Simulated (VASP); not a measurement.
# TiTe2 (P-3m1) in VASP: settings compared

Aim: see how the results for TiTe2 move with the level of theory and the settings. Levels: PBE+D3(BJ), BLYP+D3(BJ). Tasks: relaxation of shape and atoms at fixed volume.

Program: VASP 6.6.1. These are calculated values, not measurements. Logs are shortened: lines on timing, memory, paths and dates and some standing lists are left out, and cuts for length are marked.

### 1 The cell of the first run

It takes space group P-3m1 (No. 164, trigonal). Conventional cell: a = 3.749 Å, b = 3.749 Å, c = 6.449 Å, α = 90.00°, β = 90.00°, γ = 120.00°. Ti (site symmetry -3m) has 6 Te at 2.77 Å and 6 Ti at 3.75 Å within 3.8 Å. Within 3.8 Å of Te (site symmetry 3m) lie 3 Ti at 2.77 Å and 9 Te at 3.68 to 3.75 Å.

### 2 Relaxation of shape and atoms at fixed volume, PBE+D3(BJ) (26.16 Å³/atom)

The input, INCAR:

```
SYSTEM = TiTe2
PREC     = Accurate       ! precision mode
ENCUT    = 600            ! plane-wave cutoff, eV
EDIFF    = 1E-6           ! SCF threshold, eV
ISMEAR   = 0              ! smearing method
SIGMA    = 0.05           ! smearing width, eV
LREAL    = .False.        ! projectors in reciprocal space
LASPH    = .True.         ! aspherical terms in the spheres
NELM     = 60             ! most SCF steps
ALGO     = Normal         ! electronic algorithm
ISIF     = 4              ! what is computed and relaxed
LWAVE    = .False.        ! write WAVECAR
LCHARG   = .False.        ! write CHGCAR
GGA      = PE             ! functional
IVDW     = 12             ! dispersion correction
IBRION   = 2              ! ionic algorithm
NSW      = 60             ! ionic steps
EDIFFG   = -0.01          ! ionic threshold
```

The input, KPOINTS:

```
Automatic mesh
0
Gamma
  8 8 4
  0 0 0
```

The input, POSCAR:

```
TiTe2
1.0
    3.7488605077      0.0000000000      0.0000000000
   -1.8744302539      3.2466084349      0.0000000000
    0.0000000000      0.0000000000      6.4487790358
Ti Te
1 2
Direct
    0.0000000000      0.0000000000      0.0000000000
    0.3333333333      0.6666666667      0.2689186850
    0.6666666667      0.3333333333      0.7310813150
```

Potentials or basis: VASP PAW PBE potentials, release 64 (Ti_sv, Te).

Run with:

```console
cat potpaw_PBE.64/Ti_sv/POTCAR potpaw_PBE.64/Te/POTCAR > POTCAR
mpirun -np 1 vasp_std > vasp.out
```

OUTCAR:

```text
SYSTEM = TiTe2
   PREC = Accurate
   ENCUT = 600
   EDIFF = 1E-6
   ISMEAR = 0
   LREAL = .False.
   LASPH = .True.
   NELM = 60
   ISIF = 4
   GGA = PE
   IVDW = 12
   IBRION = 2
   NSW = 60
   EDIFFG = -0.01
 IVDW          = 12

 ion  position               nearest neighbor table
   1  0.000  0.000  0.000-   2 2.77   3 2.77   3 2.77   2 2.77   3 2.77   2 2.77
   2  0.333  0.667  0.269-   1 2.77   1 2.77   1 2.77   3 3.68   3 3.68   3 3.68
   3  0.667  0.333  0.731-   1 2.77   1 2.77   1 2.77   2 3.68   2 3.68   2 3.68

  LATTYP: Found a hexagonal cell.
 ALAT       =     3.7488605077
 C/A-ratio  =     1.7201971166

  Lattice vectors:

 A1 = (   3.7488605077,   0.0000000000,   0.0000000000)
 A2 = (  -1.8744302539,   3.2466084349,   0.0000000000)
 A3 = (   0.0000000000,   0.0000000000,   6.4487790358)

Analysis of symmetry for initial positions (statically):
=====================================================================
 Subroutine PRICEL returns:
 Original cell was already a primitive cell.

 Routine SETGRP: Setting up the symmetry group for a
 hexagonal supercell.

 Subroutine GETGRP returns: Found 12 space group operations
 (whereof 12 operations were pure point group operations)
 out of a pool of 24 trial point group operations.

The static configuration has the point symmetry D_3d.

Analysis of symmetry for dynamics (positions and initial velocities):
=====================================================================
 Subroutine PRICEL returns:
 Original cell was already a primitive cell.

 Routine SETGRP: Setting up the symmetry group for a
 hexagonal supercell.

 Subroutine GETGRP returns: Found 12 space group operations
 (whereof 12 operations were pure point group operations)
 out of a pool of 24 trial point group operations.

The dynamic configuration has the point symmetry D_3d.

 Subroutine INISYM returns: Found 12 space group operations
 (whereof 12 operations are pure point group operations),
 and found     1 'primitive' translations

----------------------------------------------------------------------------------------

                                     Primitive cell

  volume of cell :      78.4886

  direct lattice vectors                    reciprocal lattice vectors
     3.748860508  0.000000000  0.000000000     0.266747722  0.154006869  0.000000000
    -1.874430254  3.246608435  0.000000000     0.000000000  0.308013738  0.000000000
     0.000000000  0.000000000  6.448779036     0.000000000  0.000000000  0.155068114

  length of vectors
     3.748860508  3.748860508  6.448779036     0.308013738  0.308013738  0.155068114

  position of ions in fractional coordinates (direct lattice)
     0.000000000  0.000000000  0.000000000
     0.333333333  0.666666667  0.268918685
     0.666666667  0.333333333  0.731081315

  ion indices of the primitive-cell ions
   primitive index   ion index
                 1           1
                 2           2
                 3           3

----------------------------------------------------------------------------------------

 KPOINTS: Automatic mesh

Automatic generation of k-mesh.
 Grid dimensions read from file:
 generate k-points for:    8    8    4

 Generating k-lattice:

  Cartesian coordinates                     Fractional coordinates (reciprocal lattice)
     0.033343465  0.019250859  0.000000000     0.125000000  0.000000000  0.000000000
     0.000000000  0.038501717  0.000000000     0.000000000  0.125000000  0.000000000
     0.000000000  0.000000000  0.038767028     0.000000000  0.000000000  0.250000000

  Length of vectors
     0.038501717  0.038501717  0.038767028

  Shift w.r.t. Gamma in fractional coordinates (k-lattice)
     0.000000000  0.000000000  0.000000000

 Subroutine IBZKPT returns following result:
 ===========================================

 Found     35 irreducible k-points:

 Following reciprocal coordinates:
            Coordinates               Weight
  0.000000  0.000000  0.000000      1.000000
  0.125000  0.000000  0.000000      6.000000
  0.250000  0.000000  0.000000      6.000000
  0.375000  0.000000  0.000000      6.000000
  0.500000  0.000000  0.000000      3.000000
  0.125000  0.125000  0.000000      6.000000
[... 16 lines left out ...]
 -0.125000  0.500000  0.250000     12.000000
  0.250000  0.250000  0.250000     12.000000
 [... further k-points ...]
   k-points           NKPTS =     35   k-points in BZ     NKDIM =     35   number of bands    NBANDS=     16
   number of dos      NEDOS =    301   number of ions     NIONS =      3
   total plane-waves  NPLWV =  48600
   dimension x,y,z NGX =    30 NGY =   30 NGZ =   54
   dimension x,y,z NGXF=    60 NGYF=   60 NGZF=  108
   ions per type =               1   2
   NGX,Y,Z   is equivalent  to a cutoff of  13.30, 13.30, 13.92 a.u.
   NGXF,Y,Z  is equivalent  to a cutoff of  26.61, 26.61, 27.84 a.u.
 SYSTEM =  TiTe2
   PREC   = accura    normal or accurate (medium, high low for compatibility)
   ISTART =      0    job   : 0-new  1-cont  2-samecut
   ICHARG =      2    charge: 1-file 2-atom 10-const
   ISPIN  =      1    spin polarized calculation?
   LNONCOLLINEAR =      F non collinear calculations
   LSORBIT =      F    spin-orbit coupling
   LASPH  =      T    aspherical Exc in radial PAW
   ENCUT  =  600.0 eV  44.10 Ry    6.64 a.u.   7.49  7.49 12.88*2*pi/ulx,y,z
   NELM   =     60;   NELMIN=  2; NELMDL= -5     # of ELM steps
   EDIFF  = 0.1E-05   stopping-criterion for ELM
   LREAL  =      F    real-space projection
   EDIFFG = -.1E-01   stopping-criterion for IOM
   NSW    =     60    number of steps for IOM
   IBRION =      2    ionic relax: 0-MD 1-quasi-New 2-CG
   NFREE  =      1    steps in history (QN), initial steepest desc. (CG)
   ISIF   =      4    stress and relaxation
   ISYM   =      2    0-nonsym 1-usesym 2-fastsym
   POTIM  = 0.5000    time-step for ionic-motion
   TEBEG  =    0.0;   TEEND  =   0.0 temperature during run
   PSTRESS=    0.0 pullay stress
   NELECT =      24.0000    total number of electrons
   NUPDOWN=      -1.0000    fix difference up-down
   EMIN   =  10.00;   EMAX   =-10.00  energy-range for DOS
   EFERMI =   0.00;   METHOD = LEGACY
   ISMEAR =     0;   SIGMA  =   0.05  broadening in eV -4-tet -1-fermi 0-gaus
   EFERMI_NEDOS =   21; number of points for ismear=-14 and -15
   IALGO  =     38    algorithm
   IMIX   =      4    mixing-type and parameters
     AMIX     =   0.40;   BMIX     =  1.00
     AMIX_MAG =   1.60;   BMIX_MAG =  1.00
  volume/ion in A,a.u.               =      26.16       176.56
  Fermi-wavevector in a.u.,A,eV,Ry     =   1.102917  2.084212 16.550493  1.216427
  Thomas-Fermi vector in A             =   2.239368
   LORBIT       =      0    0 simple, 1 ext, 2 COOP (PROOUT), +10 PAW based schemes
   GGA     = PE    functional components
   LHFCALC =     F    Hartree Fock is set to
   AEXX    =    0.0000 exact exchange contribution
   IVDW    =    12    specifies the selected vdW correction
   LEPSILON=     F    determine dielectric tensor
   LRPA    =     F    only Hartree local field effects (RPA)
 conjugate gradient relaxation of ions
 non-spin polarized calculation
 Gauss-broadening in eV      SIGMA  =   0.05
  energy-cutoff  :      600.00
  volume of cell :       78.49
 maximum number of plane-waves:      2642
 NGX is ok and might be reduce to    30
   NGX = 15   NGY = 15   NGZ = 25

--------------------------------------- Ionic step        1  -------------------------------------------

 number of electron      24.0000004 magnetization

 Free energy of the ion-electron system (eV)
  ---------------------------------------------------
  ext. energy  EPLUGINS =         0.00000000
  ---------------------------------------------------
  free energy    TOTEN  =       -16.19377743 eV

  energy without entropy =      -16.19182729  energy(sigma->0) =      -16.19280236

------------------------ aborting loop because EDIFF is reached ----------------------------------------

 Edisp (eV)   -1.50882

 E8    (eV) :    -0.6995

  FORCE on cell =-STRESS in cart. coord.  units (eV):
  Direction    XX          YY          ZZ          XY          YZ          ZX
  --------------------------------------------------------------------------------------
  -------------------------------------------------------------------------------------
  Total      -0.96798    -0.96798    -1.04795     0.00000     0.00000    -0.00000
  in kB     -19.75916   -19.75916   -21.39175     0.00000     0.00000    -0.00000
  external pressure =      -20.30 kB  Pullay stress =        0.00 kB
[... 186 lines left out ...]
  energy  without entropy=      -17.7031008711  energy(sigma->0) =      -17.70411689

--------------------------------------- Ionic step        6  -------------------------------------------

 number of electron      24.0000003 magnetization

 Free energy of the ion-electron system (eV)
  ---------------------------------------------------
  ext. energy  EPLUGINS =         0.00000000
  ---------------------------------------------------
  free energy    TOTEN  =       -16.19663575 eV

  energy without entropy =      -16.19464481  energy(sigma->0) =      -16.19564028

 E-fermi :   7.0835     XC(G=0):  -9.9773

 val. band max:        7.0747592953   @ k =   0.1250   0.0000   0.0000
 cond. band min:       7.0961997404   @ k =   0.5000   0.0000   0.0000
 fundamental gap:      0.0214404451
 Fermi energy:         7.0834760949

 k-point     1 :       0.0000    0.0000    0.0000
  band No.  band energies     occupation
      1     -50.3436      2.00000
      2     -26.6015      2.00000
      3     -26.6015      2.00000
      4     -26.5703      2.00000
      5      -5.4255      2.00000
      6      -3.8593      2.00000
[... 8 lines left out ...]
     15       8.2569      0.00000
     16      10.1709      0.00000
[... 420 lines left out ...]
  band No.  band energies     occupation
      1     -50.3402      2.00000
      2     -26.6383      2.00000
      3     -26.6208      2.00000
      4     -26.5596      2.00000
      5      -3.6816      2.00000
      6      -3.3018      2.00000
[... 8 lines left out ...]
     15       8.4836      0.00000
     16       9.1921      0.00000

 [... further k-points ...]

------------------------ aborting loop because EDIFF is reached ----------------------------------------

 Edisp (eV)   -1.50861

 E8    (eV) :    -0.6994

  FORCE on cell =-STRESS in cart. coord.  units (eV):
  Direction    XX          YY          ZZ          XY          YZ          ZX
  --------------------------------------------------------------------------------------
  -------------------------------------------------------------------------------------
  Total      -0.72508    -0.72508    -0.69051     0.00000     0.00000    -0.00000
  in kB     -14.80088   -14.80088   -14.09529     0.00000     0.00000    -0.00000
  external pressure =      -14.57 kB  Pullay stress =        0.00 kB
[... 18 lines left out ...]
  FREE ENERGIE OF THE ION-ELECTRON SYSTEM (eV)
  ---------------------------------------------------
  free  energy   TOTEN  =       -17.7052451790 eV

  energy  without entropy=      -17.7032542318  energy(sigma->0) =      -17.70424971

 reached required accuracy - stopping structural energy minimisation
```

It took 3.3 min on 1 thread of Intel Xeon Platinum 8259CL at 2.50GHz (Skylake/Cascade Lake), shared host; peak memory 0.25 GiB.

What came out:

```
Free energy                : -17.7052 eV
Energy gained by relaxing  : 0.9 meV/atom
Ionic steps                : 6
Pressure after relaxing    : -1.5 GPa
Band gap on the k mesh     : zero (bands 12 and 13 overlap by 0.73 eV)
Dispersion energy per atom : -0.503 eV
```

Forces on the atoms (eV/Å):
```
Ti   0.000  0.000  0.000
Te   0.000  0.000 -0.002
Te   0.000  0.000  0.002
```

The path:
```
step  energy change (eV)  largest force (eV/Å)  pressure (GPa)  volume (Å³)
   1              0.0000                0.1542           -2.03        78.49
   2             -0.0018                0.0797           -1.77        78.49
   3             -0.0023                0.0144           -1.54        78.49
   4             -0.0023                0.0082           -1.52        78.49
   5             -0.0025                0.0052           -1.49        78.49
   6             -0.0027                0.0023           -1.46        78.49
```

Final structure:
```yaml
crystal:
  lattice:
    - [3.74580, 0.00000, 0.00000]
    - [-1.87290, 3.24396, 0.00000]
    - [0.00000, 0.00000, 6.45931]
  atoms:
    - { symbol: Ti, position: [0.00000, 0.00000, 0.00000] }
    - { symbol: Te, position: [0.33333, 0.66667, 0.26628] }
    - { symbol: Te, position: [0.66667, 0.33333, 0.73372] }
```

Caveat: spin-orbit coupling is left out, which moves the levels of the heavy elements.

### 3 Relaxation of shape and atoms at fixed volume, BLYP+D3(BJ) (26.49 Å³/atom)

This run uses another cell than the first one, of 26.49 Å³/atom.

The input, INCAR:

```
SYSTEM = TiTe2
  PREC = Accurate
  ENCUT = 600
  EDIFF = 1E-7
  ISMEAR = 0
  SIGMA = 0.05
  LREAL = .FALSE.
  LASPH = .TRUE.
  NELM = 60
  ALGO = Normal
  ISIF = 4
  LWAVE = .FALSE.
  LCHARG = .FALSE.
  GGA = B5
  ALDAX = 1.0
  AGGAX = 1.0
  AGGAC = 1.0
  ALDAC = 0.0
  IVDW = 12
  VDW_S6 = 1.0
  VDW_S8 = 2.6996
  VDW_A1 = 0.4298
  VDW_A2 = 4.2359
  IBRION = 2
  NSW = 60
  EDIFFG = -0.01
```

The input, KPOINTS:

```
Automatic mesh
0
G
  8 8 4
  0 0 0
```

The input, POSCAR:

```
TiTe2
1.0
    3.7943416585      0.0000000000      0.0000000000
   -1.8971708292      3.2859962669      0.0000000000
    0.0000000000      0.0000000000      6.3749308148
Ti Te
1 2
Direct
    0.0000000000      0.0000000000      0.0000000000
    0.3333333333      0.6666666667      0.2682385710
    0.6666666667      0.3333333333      0.7317614290
```

Potentials or basis: VASP PAW PBE potentials, release 64 (Ti_sv, Te).

Run with:

```console
cat potpaw_PBE.64/Ti_sv/POTCAR potpaw_PBE.64/Te/POTCAR > POTCAR
mpirun -np 1 vasp_std > vasp.out
```

Wall time 4.7 min (1 thread of Intel Xeon Platinum 8259CL at 2.50GHz (Skylake/Cascade Lake), shared host); peak memory 0.25 GiB.

It converged, with:

```
Free energy                : -17.3517 eV
Energy gained by relaxing  : 0.5 meV/atom
Ionic steps                : 6
Pressure after relaxing    : -1.5 GPa
Band gap on the k mesh     : zero (bands 12 and 13 overlap by 0.60 eV)
Dispersion energy per atom : -1.168 eV
```

Step by step:
| step | energy change (eV) | largest force (eV/Å) | pressure (GPa) | volume (Å³) |
| --- | --- | --- | --- | --- |
| 1 | 0.0000 | 0.1203 | -1.92 | 79.48 |
| 2 | -0.0010 | 0.0548 | -1.73 | 79.48 |
| 3 | -0.0013 | 0.0100 | -1.60 | 79.48 |
| 4 | -0.0013 | 0.0064 | -1.59 | 79.48 |
| 5 | -0.0014 | 0.0037 | -1.56 | 79.48 |
| 6 | -0.0014 | 0.0003 | -1.54 | 79.48 |

Final structure:
```
Ti Te
1.0
     3.79145    0.00000    0.00000
    -1.89573    3.28350    0.00000
     0.00000    0.00000    6.38464
Ti Te
1 2
Direct
  0.00000 0.00000 0.00000
  0.33333 0.66667 0.26635
  0.66667 0.33333 0.73365
```

Levels at points of the mesh, in eV from the Fermi level:
```csv
k point,band 10,band 11,band 12,band 13,band 14,band 15
"(0.00, 0.00, 0.00)",0.36,0.36,0.39,0.75,0.99,0.99
"(0.50, 0.00, 0.00)",-2.35,-1.78,-1.21,0.06,1.07,1.41
"(0.00, 0.00, 0.50)",-1.67,0.35,0.35,0.62,0.62,1.06
"(0.50, 0.00, 0.50)",-2.10,-0.84,-0.60,-0.21,1.06,1.38
```

Caveat: the PAW data sets were made with another functional, which shifts forces and pressure a little; spin-orbit coupling is left out, which moves the levels of the heavy elements.

(Continued in part 2 of 2.)
